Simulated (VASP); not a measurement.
# Ta2C: single point with r2SCAN

Crystal: Ta2C.

```
Ta C
1.0
     3.11016    0.00000    0.00000
     0.00000    4.94230    0.00000
     1.55508    0.00000    2.69348
Ta C
2 1
Direct
  0.33333 0.74644 0.33333
  0.66667 0.25356 0.66667
  0.00000 0.00000 0.00000
```

```yaml
Program: VASP 6.6.1
Task: single point
Functional: r2SCAN
Potentials_or_basis: VASP PAW PBE potentials, release 64 (Ta_pv, C)
Cutoff: 520 eV
k_mesh: 11 × 7 × 13
Occupations: gaussian, width 0.1 eV
Spin: no spin polarisation
```

```
Pressure               : 0.9 GPa
Largest force          : 0.024 eV/Å
Band gap on the k mesh : zero (bands 13 and 14 overlap by 0.72 eV)
```

Forces on the atoms (eV/Å):
```
Ta  -0.008 -0.016  0.017
Ta   0.008  0.016 -0.017
C    0.000  0.000  0.000
```

Stress tensor (GPa, compression positive):
```
 0.87 -0.04  0.00
-0.04  0.65  0.06
 0.00  0.06  1.04
```

Levels at points of the mesh, in eV from the Fermi level:
```
           k point  band 10  band 11  band 12  band 13  band 14  band 15  band 16  band 17
(0.00, 0.00, 0.00)    -3.87    -3.53    -0.01     0.49     0.49     1.14     1.14     2.42
```

Wall time 22 min on 1 thread of Intel Xeon 8259CL (shared host), peak memory 0.47 GiB.

Caveat: the PAW data sets were made with another functional, which shifts forces and pressure a little; spin-orbit coupling is left out, which moves the levels of the heavy elements.
